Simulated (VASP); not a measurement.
## Na: single point with PBEsol

The system is Na.

```
Na
1.0
     2.08486    2.08486    2.08486
    -2.08486    2.08486    2.08486
    -2.08486   -2.08486    2.08486
Na
1
Direct
  0.00000 0.00000 0.00000
```

- Program: VASP 6.6.1
- Task: single point
- Functional: PBEsol
- Potentials or basis: VASP PAW PBE potentials, release 64 (Na_pv)
- Cutoff: 500 eV
- k mesh: 7 × 7 × 7
- Occupations: fermi-dirac, width 0.05 eV
- Spin: no spin polarisation
- Dipole correction: no
- Further INCAR settings: ALGO = Normal; EDIFF = 1e-06; NBANDS = 10

```yaml
Pressure: 0.0 GPa
```

Levels at points of the mesh, in eV from the Fermi level:
```
           k point  band 2  band 3  band 4  band 5  band 6  band 7
(0.00, 0.00, 0.00)  -24.71  -24.71   -3.27   11.93   11.93   11.93
```

Wall time 9.6 s on 1 thread of Intel Xeon 8259CL (shared host), peak memory 0.14 GiB.

Caveat: the PAW data sets were made with another functional, which shifts forces and pressure a little.
